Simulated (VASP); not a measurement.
# Zr (Fd-3m) in VASP: a series of runs

Zr is run at these levels: LDA; tasks: single point.

Everything below comes from runs of VASP 6.6.1. Logs are shortened: lines on timing, memory, paths and dates and some standing lists are left out, and cuts for length are marked.

**1. The cell of the first run**

Symmetry: Fd-3m, No. 227, cubic system. The conventional cell has a = 5.386 Å, b = 5.386 Å, c = 5.386 Å, α = 90.00°, β = 90.00°, γ = 90.00°. Within 3.1 Å of Zr (site symmetry -43m) lie 4 Zr at 2.33 Å.

This isn't the form of Zr at room conditions, which is hcp.

**2. Single point, LDA**

Input file INCAR:

```
SYSTEM = Zr
  ALGO = Normal
  EDIFF = 1E-6
  ENCUT = 500
  GGA = CA
  GGA_COMPAT = .FALSE.
  ISIF = 2
  ISMEAR = -1
  LASPH = .TRUE.
  LCHARG = .FALSE.
  LREAL = .FALSE.
  LWAVE = .FALSE.
  NBANDS = 19
  NELM = 120
  PREC = Accurate
  SIGMA = 0.05
```

Input file KPOINTS:

```
k-points
0
G
  11 11 11
  0 0 0
```

Input file POSCAR:

```
Zr
1.0
    0.0000000000      2.6930799669      2.6930799669
    2.6930799669      0.0000000000      2.6930799669
    2.6930799669      2.6930799669      0.0000000000
Zr
2
Direct
    1.0000000000      1.0000000000      1.0000000000
    0.2500000000      0.2500000000      0.2500000000
```

Potentials or basis: VASP PAW LDA potentials, release 64 (Zr_sv).

The run is started by

```bash
> cat potpaw_LDA.64/Zr_sv/POTCAR > POTCAR
> mpirun -np 1 vasp_std > vasp.out
```

OUTCAR:

```text
SYSTEM = Zr
   EDIFF = 1E-6
   ENCUT = 500
   GGA = CA
   ISIF = 2
   ISMEAR = -1
   LASPH = .TRUE.
   LREAL = .FALSE.
   NELM = 120
   PREC = Accurate

 ion  position               nearest neighbor table
   1  0.000  0.000  0.000-   2 2.33   2 2.33   2 2.33   2 2.33
   2  0.250  0.250  0.250-   1 2.33   1 2.33   1 2.33   1 2.33

  LATTYP: Found a face centered cubic cell.
 ALAT       =     5.3861599338

  Lattice vectors:

 A1 = (   0.0000000000,   2.6930799669,   2.6930799669)
 A2 = (   2.6930799669,   0.0000000000,   2.6930799669)
 A3 = (   2.6930799669,   2.6930799669,   0.0000000000)

Analysis of symmetry for initial positions (statically):
=====================================================================
 Subroutine PRICEL returns:
 Original cell was already a primitive cell.

 Routine SETGRP: Setting up the symmetry group for a
 face centered cubic supercell.

 Subroutine GETGRP returns: Found 48 space group operations
 (whereof 24 operations were pure point group operations)
 out of a pool of 48 trial point group operations.

The static configuration has the point symmetry T_d .
 The point group associated with its full space group is O_h .

Analysis of symmetry for dynamics (positions and initial velocities):
=====================================================================
 Subroutine PRICEL returns:
 Original cell was already a primitive cell.

 Routine SETGRP: Setting up the symmetry group for a
 face centered cubic supercell.

 Subroutine GETGRP returns: Found 48 space group operations
 (whereof 24 operations were pure point group operations)
 out of a pool of 48 trial point group operations.

The dynamic configuration has the point symmetry T_d .
 The point group associated with its full space group is O_h .

 Subroutine INISYM returns: Found 48 space group operations
 (whereof 24 operations are pure point group operations),
 and found     1 'primitive' translations

----------------------------------------------------------------------------------------

                                     Primitive cell

  volume of cell :      39.0641

  direct lattice vectors                    reciprocal lattice vectors
     0.000000000  2.693079967  2.693079967    -0.185661030  0.185661030  0.185661030
     2.693079967  0.000000000  2.693079967     0.185661030 -0.185661030  0.185661030
     2.693079967  2.693079967  0.000000000     0.185661030  0.185661030 -0.185661030

  length of vectors
     3.808590214  3.808590214  3.808590214     0.321574337  0.321574337  0.321574337

  position of ions in fractional coordinates (direct lattice)
     0.000000000  0.000000000  0.000000000
     0.250000000  0.250000000  0.250000000

  ion indices of the primitive-cell ions
   primitive index   ion index
                 1           1
                 2           2

----------------------------------------------------------------------------------------

 KPOINTS: k-points

Automatic generation of k-mesh.
 Grid dimensions read from file:
 generate k-points for:   11   11   11

 Generating k-lattice:

  Cartesian coordinates                     Fractional coordinates (reciprocal lattice)
    -0.016878275  0.016878275  0.016878275     0.090909091  0.000000000  0.000000000
     0.016878275 -0.016878275  0.016878275     0.000000000  0.090909091  0.000000000
     0.016878275  0.016878275 -0.016878275     0.000000000  0.000000000  0.090909091

  Length of vectors
     0.029234031  0.029234031  0.029234031

  Shift w.r.t. Gamma in fractional coordinates (k-lattice)
     0.000000000  0.000000000  0.000000000

 Subroutine IBZKPT returns following result:
 ===========================================

 Found     56 irreducible k-points:

 Following reciprocal coordinates:
            Coordinates               Weight
  0.000000  0.000000  0.000000      1.000000
  0.090909  0.000000  0.000000      8.000000
  0.181818  0.000000  0.000000      8.000000
  0.272727  0.000000  0.000000      8.000000
  0.363636  0.000000  0.000000      8.000000
  0.454545  0.000000  0.000000      8.000000
[... 16 lines left out ...]
 -0.272727  0.181818  0.000000     24.000000
 -0.181818  0.181818  0.000000     12.000000
 [... further k-points ...]
   k-points           NKPTS =     56   k-points in BZ     NKDIM =     56   number of bands    NBANDS=     19
   number of dos      NEDOS =    301   number of ions     NIONS =      2
   total plane-waves  NPLWV =  21952
   dimension x,y,z NGX =    28 NGY =   28 NGZ =   28
   dimension x,y,z NGXF=    56 NGYF=   56 NGZF=   56
   ions per type =               2
   NGX,Y,Z   is equivalent  to a cutoff of  12.22, 12.22, 12.22 a.u.
   NGXF,Y,Z  is equivalent  to a cutoff of  24.44, 24.44, 24.44 a.u.
 SYSTEM =  Zr
   PREC   = accura    normal or accurate (medium, high low for compatibility)
   ISTART =      0    job   : 0-new  1-cont  2-samecut
   ICHARG =      2    charge: 1-file 2-atom 10-const
   ISPIN  =      1    spin polarized calculation?
   LNONCOLLINEAR =      F non collinear calculations
   LSORBIT =      F    spin-orbit coupling
   LASPH  =      T    aspherical Exc in radial PAW
   ENCUT  =  500.0 eV  36.75 Ry    6.06 a.u.   6.94  6.94  6.94*2*pi/ulx,y,z
   NELM   =    120;   NELMIN=  2; NELMDL= -5     # of ELM steps
   EDIFF  = 0.1E-05   stopping-criterion for ELM
   LREAL  =      F    real-space projection
   EDIFFG = 0.1E-04   stopping-criterion for IOM
   NSW    =      0    number of steps for IOM
   IBRION =     -1    ionic relax: 0-MD 1-quasi-New 2-CG
   NFREE  =      0    steps in history (QN), initial steepest desc. (CG)
   ISIF   =      2    stress and relaxation
   ISYM   =      2    0-nonsym 1-usesym 2-fastsym
   POTIM  = 0.5000    time-step for ionic-motion
   TEBEG  =    0.0;   TEEND  =   0.0 temperature during run
   PSTRESS=    0.0 pullay stress
   NELECT =      24.0000    total number of electrons
   NUPDOWN=      -1.0000    fix difference up-down
   EMIN   =  10.00;   EMAX   =-10.00  energy-range for DOS
   EFERMI =   0.00;   METHOD = LEGACY
   ISMEAR =    -1;   SIGMA  =   0.05  broadening in eV -4-tet -1-fermi 0-gaus
   EFERMI_NEDOS =   21; number of points for ismear=-14 and -15
   IALGO  =     38    algorithm
   IMIX   =      4    mixing-type and parameters
     AMIX     =   0.40;   BMIX     =  1.00
     AMIX_MAG =   1.60;   BMIX_MAG =  1.00
  volume/ion in A,a.u.               =      19.53       131.81
  Fermi-wavevector in a.u.,A,eV,Ry     =   1.391723  2.629974 26.353011  1.936892
  Thomas-Fermi vector in A             =   2.515534
   LORBIT       =      0    0 simple, 1 ext, 2 COOP (PROOUT), +10 PAW based schemes
   GGA     = CA    functional components
   LHFCALC =     F    Hartree Fock is set to
   AEXX    =    0.0000 exact exchange contribution
   IVDW    =     0    specifies the selected vdW correction
   LEPSILON=     F    determine dielectric tensor
   LRPA    =     F    only Hartree local field effects (RPA)
 non-spin polarized calculation
  energy-cutoff  :      500.00
  volume of cell :       39.06
 maximum number of plane-waves:      1006
   NGX = 13   NGY = 13   NGZ = 13

 number of electron      24.0000001 magnetization

 Free energy of the ion-electron system (eV)
  ---------------------------------------------------
  ext. energy  EPLUGINS =         0.00000000
  ---------------------------------------------------
  free energy    TOTEN  =       -12.72668258 eV

  energy without entropy =      -12.70050979  energy(sigma->0) =      -12.71359619

 E-fermi :  10.5211     XC(G=0): -11.7790

 val. band max:       10.5169081165   @ k =  -0.0909   0.0909   0.0000
 cond. band min:      10.5250092618   @ k =   0.1818   0.1818   0.0000
 fundamental gap:      0.0081011453
 Fermi energy:        10.5211428997

 k-point     1 :       0.0000    0.0000    0.0000
  band No.  band energies     occupation
      1     -38.8766      2.00000
      2     -36.5126      2.00000
      3     -17.5482      2.00000
      4     -17.5482      2.00000
      5     -17.5482      2.00000
      6     -14.9086      2.00000
[... 11 lines left out ...]
     18      19.0656      0.00000
     19      19.0656      0.00000

 k-point     2 :       0.0909    0.0000    0.0000
  band No.  band energies     occupation
      1     -38.8451      2.00000
      2     -36.5540      2.00000
      3     -17.5814      2.00000
      4     -17.5814      2.00000
      5     -17.5505      2.00000
      6     -14.8886      2.00000
[... 11 lines left out ...]
     18      18.9956      0.00000
     19      18.9956      0.00000

 k-point     3 :       0.1818    0.0000    0.0000
  band No.  band energies     occupation
      1     -38.7547      2.00000
      2     -36.6708      2.00000
      3     -17.6656      2.00000
      4     -17.6656      2.00000
      5     -17.5604      2.00000
      6     -14.8287      2.00000
[... 11 lines left out ...]
     18      18.7972      0.00000
     19      18.7972      0.00000

 k-point     4 :       0.2727    0.0000    0.0000
  band No.  band energies     occupation
      1     -38.6193      2.00000
      2     -36.8406      2.00000
      3     -17.7671      2.00000
      4     -17.7671      2.00000
      5     -17.5811      2.00000
      6     -14.7375      2.00000
[... 11 lines left out ...]
     18      18.4794      0.00000
     19      18.4794      0.00000

 k-point     5 :       0.3636    0.0000    0.0000
  band No.  band energies     occupation
      1     -38.4681      2.00000
      2     -37.0231      2.00000
      3     -17.8533      2.00000
      4     -17.8533      2.00000
      5     -17.6070      2.00000
      6     -14.6418      2.00000
[... 11 lines left out ...]
     18      18.0312      0.00000
     19      18.0312      0.00000
[... 334 lines left out ...]
      2     -37.3000      2.00000
      3     -18.2413      2.00000
      4     -18.0131      2.00000
      5     -17.0768      2.00000
      6     -15.1313      2.00000
[... 11 lines left out ...]
     18      16.9221      0.00000
     19      17.5577      0.00000

 k-point    22 :      -0.3636    0.1818    0.0000
  band No.  band energies     occupation
      1     -38.2773      2.00000
      2     -37.2434      2.00000
      3     -18.2417      2.00000
      4     -17.9536      2.00000
      5     -17.1253      2.00000
      6     -15.0786      2.00000
[... 11 lines left out ...]
     18      15.6666      0.00000
     19      18.4819      0.00000

 k-point    23 :      -0.2727    0.1818    0.0000
  band No.  band energies     occupation
      1     -38.4169      2.00000
      2     -37.0831      2.00000
      3     -18.1661      2.00000
      4     -17.8605      2.00000
      5     -17.2175      2.00000
      6     -15.0239      2.00000
[... 11 lines left out ...]
     18      16.0164      0.00000
     19      19.2180      0.00000

 k-point    24 :      -0.1818    0.1818    0.0000
  band No.  band energies     occupation
      1     -38.5676      2.00000
      2     -36.9037      2.00000
      3     -18.0231      2.00000
      4     -17.7593      2.00000
      5     -17.3407      2.00000
      6     -14.9621      2.00000
[... 11 lines left out ...]
     18      16.9389      0.00000
     19      19.3815      0.00000

 [... further k-points ...]
[... 5 lines left out ...]
  --------------------------------------------------------------------------------------
  -------------------------------------------------------------------------------------
  Total        7.5506553      7.5506553      7.5506553     -0.0000000      0.0000000     -0.0000000
  in kB      309.6830849    309.6830849    309.6830849     -0.0000000      0.0000000     -0.0000000
  external PRESSURE =     309.6830849 kB  Pullay stress =       0.0000000 kB

 VOLUME and BASIS-vectors are now :
 -----------------------------------------------------------------------------
  energy-cutoff  :      500.00
  volume of cell :       39.06
      direct lattice vectors                 reciprocal lattice vectors
     0.000000000  2.693079967  2.693079967    -0.185661030  0.185661030  0.185661030
     2.693079967  0.000000000  2.693079967     0.185661030 -0.185661030  0.185661030
     2.693079967  2.693079967  0.000000000     0.185661030  0.185661030 -0.185661030

 POSITION                                       TOTAL-FORCE (eV/Angst)
 -----------------------------------------------------------------------------------
      0.00000      0.00000      0.00000        -0.000000      0.000000      0.000000
      1.34654      1.34654      1.34654         0.000000     -0.000000     -0.000000
 -----------------------------------------------------------------------------------
    total drift:                                0.000000      0.000000      0.000000

  FREE ENERGIE OF THE ION-ELECTRON SYSTEM (eV)
  ---------------------------------------------------
  free  energy   TOTEN  =       -12.7266825838 eV

  energy  without entropy=      -12.7005097938  energy(sigma->0) =      -12.71359619
```

Wall time 13 s (1 thread of Intel Xeon 6975P-C (Granite Rapids), shared host); peak memory 0.15 GiB.

What came out:

```
Free energy            : -12.7267 eV
Pressure               : 31.0 GPa
Band gap on the k mesh : zero (bands 12 and 13 overlap by 1.60 eV)
```

Levels at points of the mesh, in eV from the Fermi level:
| k point | band 9 | band 10 | band 11 | band 12 | band 13 | band 14 | band 15 | band 16 |
| --- | --- | --- | --- | --- | --- | --- | --- | --- |
| (0.00, 0.00, 0.00) | -4.89 | -2.34 | -2.34 | -0.02 | -0.02 | -0.02 | 3.42 | 3.42 |

Caveat: the cell stands under pressure.

[end of part 1 of 2]
